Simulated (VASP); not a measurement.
# Zr (P6_3/mmc) in VASP: further runs, part 2 of 2

VASP 6.6.1. Earlier steps stand in the parts before.

## 4. Single point, PBEsol

This run uses another cell than the first one, of 11.03 Å³/atom, 1.002 times its volume.

Contents of INCAR:

```
SYSTEM = Zr
PREC = Accurate ; ENCUT = 520
EDIFF = 1E-6 ; ISMEAR = -1
SIGMA = 0.08 ; LREAL = .False.
LASPH = .True. ; NELM = 100
ALGO = Normal ; ISIF = 2
LWAVE = .False. ; LCHARG = .False.
GGA = PS ; NBANDS = 19
```

Contents of KPOINTS:

```
regular mesh
0
Gamma
  18 18 10
  0 0 0
```

Contents of POSCAR:

```
Zr
1.0
    2.4220612857      0.0000000000      0.0000000000
   -1.2110306428      2.0975666029      0.0000000000
    0.0000000000      0.0000000000      4.3441112805
Zr
2
Direct
    0.3333333333      0.6666666667      0.2500000000
    0.6666666667      0.3333333333      0.7500000000
```

Potentials or basis: VASP PAW PBE potentials, release 64 (Zr_sv).

On the command line:

```bash
$ cat potpaw_PBE.64/Zr_sv/POTCAR > POTCAR
$ mpirun -np 1 vasp_std > vasp.out
```

OUTCAR:

```text
SYSTEM = Zr
   PREC = Accurate
   ENCUT = 520
   EDIFF = 1E-6
   ISMEAR = -1
   LREAL = .False.
   LASPH = .True.
   NELM = 100
   ISIF = 2
   GGA = PS

 ion  position               nearest neighbor table
   1  0.333  0.667  0.250-   2 2.58   2 2.58   2 2.58   2 2.58   2 2.58   2 2.58   2 3.54   2 3.54
                             2 3.54   2 3.54   2 3.54   2 3.54
   2  0.667  0.333  0.750-   1 2.58   1 2.58   1 2.58   1 2.58   1 2.58   1 2.58   1 3.54   1 3.54
                             1 3.54   1 3.54   1 3.54   1 3.54

  LATTYP: Found a hexagonal cell.
 ALAT       =     2.4220612857
 C/A-ratio  =     1.7935596040

  Lattice vectors:

 A1 = (   2.4220612857,   0.0000000000,   0.0000000000)
 A2 = (  -1.2110306428,   2.0975666029,   0.0000000000)
 A3 = (   0.0000000000,   0.0000000000,   4.3441112805)

Analysis of symmetry for initial positions (statically):
=====================================================================
 Subroutine PRICEL returns:
 Original cell was already a primitive cell.

 Routine SETGRP: Setting up the symmetry group for a
 hexagonal supercell.
[... 158 lines left out ...]

 number of electron      24.0000000 magnetization

 Free energy of the ion-electron system (eV)
  ---------------------------------------------------
  ext. energy  EPLUGINS =         0.00000000
  ---------------------------------------------------
  free energy    TOTEN  =        -9.00974886 eV

  energy without entropy =       -8.99021835  energy(sigma->0) =       -8.99998360

 E-fermi :  20.0662     XC(G=0): -15.1243

 val. band max:       20.0524386486   @ k =   0.1111   0.1111   0.4000
 cond. band min:      20.0756014202   @ k =   0.2222   0.1111   0.0000
 fundamental gap:      0.0231627716
 Fermi energy:        20.0662232044

 k-point     1 :       0.0000    0.0000    0.0000
  band No.  band energies     occupation
      1     -29.8754      2.00000
      2     -28.4002      2.00000
      3     -10.1957      2.00000
      4      -4.0212      2.00000
      5      -3.5068      2.00000
      6      -3.5068      2.00000
[... 505 lines left out ...]
      6      -5.9440      2.00000
[... 11 lines left out ...]
     18      30.5652      0.00000
     19      33.6233      0.00000

 [... further k-points ...]
[... 5 lines left out ...]
  --------------------------------------------------------------------------------------
  -------------------------------------------------------------------------------------
  Total       30.7247203     30.7247203     30.5432796      0.0000000      0.0000000      0.0000000
  in kB     2230.4715621   2230.4715620   2217.2998136      0.0000001      0.0000000      0.0000000
  external PRESSURE =    2226.0809792 kB  Pullay stress =       0.0000000 kB

 VOLUME and BASIS-vectors are now :
 -----------------------------------------------------------------------------
  energy-cutoff  :      520.00
  volume of cell :       22.07
      direct lattice vectors                 reciprocal lattice vectors
     2.422061286  0.000000000  0.000000000     0.412871469  0.238371454  0.000000000
    -1.211030643  2.097566603  0.000000000     0.000000000  0.476742907  0.000000000
     0.000000000  0.000000000  4.344111280     0.000000000  0.000000000  0.230196681

 POSITION                                       TOTAL-FORCE (eV/Angst)
 -----------------------------------------------------------------------------------
     -0.00000      1.39838      1.08603         0.000000     -0.000000      0.000000
      1.21103      0.69919      3.25808        -0.000000      0.000000      0.000000
 -----------------------------------------------------------------------------------
    total drift:                               -0.000000      0.000000     -0.000000

  FREE ENERGIE OF THE ION-ELECTRON SYSTEM (eV)
  ---------------------------------------------------
  free  energy   TOTEN  =        -9.0097488628 eV

  energy  without entropy=       -8.9902183469  energy(sigma->0) =       -8.99998360
```

OSZICAR:

```text
N       E                     dE             d eps       ncg     rms          rms(c)
DAV:   1     0.244657713365E+03    0.24466E+03   -0.13895E+04  8452   0.137E+03
DAV:   2     0.568635560361E+01   -0.23897E+03   -0.23349E+03  9544   0.412E+02
DAV:   3    -0.863297381930E+01   -0.14319E+02   -0.13842E+02 14576   0.804E+01
DAV:   4    -0.899945145544E+01   -0.36648E+00   -0.36469E+00  9568   0.111E+01
DAV:   5    -0.900639149438E+01   -0.69400E-02   -0.69381E-02 11176   0.122E+00    0.642E+01
DAV:   6    -0.887142161720E+01    0.13497E+00   -0.58727E-01 12413   0.624E+00    0.332E+01
DAV:   7    -0.899613834986E+01   -0.12472E+00   -0.65267E-01 13235   0.539E+00    0.225E+00
DAV:   8    -0.900943872805E+01   -0.13300E-01   -0.84915E-02  9353   0.296E+00    0.750E-01
DAV:   9    -0.900985172487E+01   -0.41300E-03   -0.57439E-03  9361   0.734E-01    0.603E-02
DAV:  10    -0.900975514817E+01    0.96577E-04   -0.15452E-04 10392   0.119E-01    0.487E-02
DAV:  11    -0.900975124100E+01    0.39072E-05   -0.54885E-06  9308   0.155E-02    0.540E-03
DAV:  12    -0.900974901010E+01    0.22309E-05   -0.87916E-07  5349   0.914E-03    0.210E-03
DAV:  13    -0.900974886280E+01    0.14730E-06   -0.18416E-07  4677   0.311E-03
   1 F= -.90097489E+01 E0= -.89999836E+01  d E =-.195305E-01
```

stdout:

```text
POSCAR found type information on POSCAR Zr
 POSCAR found :  1 types and       2 ions
 scaLAPACK will be used
 -----------------------------------------------------------------------------
|                                                                             |
|                                                                             |
|     You enforced a specific xc type in the INCAR file but a different       |
|     I HOPE YOU KNOW WHAT YOU ARE DOING!                                     |
|                                                                             |
 -----------------------------------------------------------------------------

 LDA part: xc-table for (Slater+PW92), standard interpolation
 POSCAR, INCAR and KPOINTS ok, starting setup
 FFT: planning ... GRIDC
 FFT: planning ... GRID_SOFT
 FFT: planning ... GRID
 WAVECAR not read
 entering main loop
```

It took 55 s on 1 thread of Intel Xeon 6975P-C, shared host; peak memory 0.19 GiB.

Results:

```
Free energy            : -9.0097 eV
Pressure               : 222.6 GPa
Band gap on the k mesh : zero (band 12 reaches 20.91 eV, above the bottom of band 13 at 19.06 eV)
```

Stress tensor (GPa, compression positive):
```
223.05   0.00   0.00
  0.00 223.05   0.00
  0.00   0.00 221.73
```

Levels at points of the mesh, in eV from the Fermi level:
| k point | band 9 | band 10 | band 11 | band 12 | band 13 | band 14 | band 15 | band 16 |
| --- | --- | --- | --- | --- | --- | --- | --- | --- |
| (0.00, 0.00, 0.00) | -4.27 | -4.20 | -1.20 | 0.72 | 0.72 | 1.90 | 1.90 | 5.19 |
| (0.50, 0.00, 0.00) | -6.62 | -5.88 | -4.14 | 0.46 | 0.97 | 2.34 | 3.98 | 10.61 |
| (0.00, 0.00, 0.50) | -3.02 | -3.02 | 0.83 | 0.83 | 0.83 | 0.83 | 1.09 | 1.09 |
| (0.50, 0.00, 0.50) | -6.16 | -6.16 | -4.56 | -4.56 | 4.47 | 4.47 | 6.54 | 6.54 |

Caveat: the PAW data sets were made with another functional, which shifts forces and pressure a little.

## 5. Single point, PBEsol

This run uses another cell than the first one, of 22.47 Å³/atom, 2.041 times its volume.

Contents of INCAR:

```
ALGO = Normal
EDIFF = 1E-7
ENCUT = 520
GGA = PS
ISIF = 2
ISMEAR = -1
LASPH = T
LCHARG = F
LREAL = F
LWAVE = F
NBANDS = 19
NELM = 60
PREC = Accurate
SIGMA = 0.08
```

Contents of KPOINTS:

```
k-points
0
Gamma
  18 18 10
```

Contents of POSCAR:

```
Zr
1.0
    3.1837376778      0.0000000000      0.0000000000
   -1.5918688389      2.7571977079      0.0000000000
    0.0000000000      0.0000000000      5.1184028341
Zr
2
Direct
    0.3333333333      0.6666666667      0.2500000000
    0.6666666667      0.3333333333      0.7500000000
```

On the command line:

```bash
$ cat potpaw_PBE.64/Zr_sv/POTCAR > POTCAR
$ mpirun -np 1 vasp_std > vasp.out
```

Wall time 90 s (1 thread of Intel Xeon 6975P-C, shared host); peak memory 0.27 GiB.

Results (log left out):

```
Free energy            : -18.1838 eV
Pressure               : 0.1 GPa
Band gap on the k mesh : zero (band 12 reaches 10.23 eV, above the bottom of band 13 at 9.01 eV)
```

Levels at points of the mesh, in eV from the Fermi level:
```tsv
k point	band 9	band 10	band 11	band 12	band 13	band 14	band 15	band 16
(0.00, 0.00, 0.00)	-5.72	-3.12	0.90	0.90	0.96	1.27	1.61	1.61
(0.50, 0.00, 0.00)	-2.68	-2.55	-2.25	-0.08	0.60	0.79	1.50	5.20
(0.00, 0.00, 0.50)	-3.98	-3.98	0.02	0.02	0.82	0.82	0.82	0.82
(0.50, 0.00, 0.50)	-2.97	-2.97	-1.13	-1.13	1.80	1.80	2.33	2.33
```

Caveat: the PAW data sets were made with another functional, which shifts forces and pressure a little.

## 6. Relaxation of cell and atoms, PBEsol

This run uses another cell than the first one, of 22.47 Å³/atom, 2.041 times its volume.

Contents of INCAR:

```
ALGO = Normal ; EDIFF = 1E-6
EDIFFG = -0.005 ; ENCUT = 600
GGA = PS ; IBRION = 2
ISIF = 3 ; ISMEAR = -1
LASPH = T ; LCHARG = F
LREAL = F ; LWAVE = F
NELM = 60 ; NSW = 60
PREC = Accurate ; SIGMA = 0.08
```

KPOINTS is that of step 5.

Contents of POSCAR:

```
Zr
1.0
    3.1757268793      0.0000000000      0.0000000000
   -1.5878634396      2.7502601529      0.0000000000
    0.0000000000      0.0000000000      5.1446775444
Zr
2
Direct
    0.3333333333      0.6666666667      0.2500000000
    0.6666666667      0.3333333333      0.7500000000
```

Potentials or basis: VASP PAW PBE potentials, release 64 (Zr_sv).

On the command line:

```bash
$ cat potpaw_PBE.64/Zr_sv/POTCAR > POTCAR
$ mpirun -np 1 vasp_std > vasp.out
```

It took 3.2 min on 1 thread of AMD EPYC 9R45 (Zen 5), shared host; peak memory 0.27 GiB.

It converged, with:

| Quantity | Value |
| --- | --- |
| Free energy | -18.1843 eV |
| Relaxed volume | 22.48 Å³/atom |
| Relaxed cell | a = 3.184 Å, b = 3.184 Å, c = 5.119 Å, α = 90.00°, β = 90.00°, γ = 120.00° |
| Space group after relaxing (to 0.05 Å) | P6_3/mmc (No. 194) |
| Energy gained by relaxing | 0.2 meV/atom |
| Ionic steps | 3 |
| Pressure after relaxing | 0.0 GPa |
| Band gap on the k mesh | zero (band 12 reaches 10.22 eV, above the bottom of band 13 at 9.01 eV) |

Step by step:
```csv
step,energy change (eV),largest force (eV/Å),pressure (GPa),volume (Å³)
1,0.0000,0.0000,0.01,44.93
2,-0.0004,0.0000,0.02,44.94
3,-0.0005,0.0000,0.03,44.95
```

Final structure:
```xyz
2
Lattice="3.1843 0.0000 0.0000 -1.5921 2.7577 0.0000 0.0000 0.0000 5.1190" Properties=species:S:1:pos:R:3 pbc="T T T"
Zr    0.0000    1.8384    1.2797
Zr    1.5921    0.9192    3.8392
```

Levels at points of the mesh, in eV from the Fermi level:
| k point | band 9 | band 10 | band 11 | band 12 | band 13 | band 14 | band 15 | band 16 |
| --- | --- | --- | --- | --- | --- | --- | --- | --- |
| (0.00, 0.00, 0.00) | -5.71 | -3.12 | 0.90 | 0.90 | 0.96 | 1.27 | 1.60 | 1.60 |
| (0.50, 0.00, 0.00) | -2.68 | -2.55 | -2.24 | -0.08 | 0.60 | 0.79 | 1.50 | 5.20 |
| (0.00, 0.00, 0.50) | -3.98 | -3.98 | 0.02 | 0.02 | 0.81 | 0.81 | 0.81 | 0.81 |
| (0.50, 0.00, 0.50) | -2.97 | -2.97 | -1.13 | -1.13 | 1.80 | 1.80 | 2.33 | 2.33 |

Caveat: the PAW data sets were made with another functional, which shifts forces and pressure a little.

## 7. Overview

```tsv
task	cell	cutoff (eV)	gap on the mesh (eV)	pressure (GPa)
single point	a = 2.510, b = 2.510, c = 4.035 Å, angles 90.0, 90.0, 120.0°, 2 atoms	520	none	222.0
single point	a = 2.422, b = 2.422, c = 4.344 Å, angles 90.0, 90.0, 120.0°, 2 atoms	520	none	222.6
single point	a = 3.184, b = 3.184, c = 5.118 Å, angles 90.0, 90.0, 120.0°, 2 atoms	520	none	0.1
relaxation of cell and atoms	relaxed from a = 3.176, b = 3.176, c = 5.145 Å, angles 90.0, 90.0, 120.0°, 2 atoms	600	none	0.0
```

Alike in all rows: level PBEsol; potentials or basis VASP PAW PBE potentials, release 64 (Zr_sv); no spin polarisation; k mesh 18 × 18 × 10; smearing fermi-dirac 0.08 eV.

Caveats: the PAW data sets were made with another functional, which shifts forces and pressure a little.

Absolute energies hang on the potentials; compare differences alone.
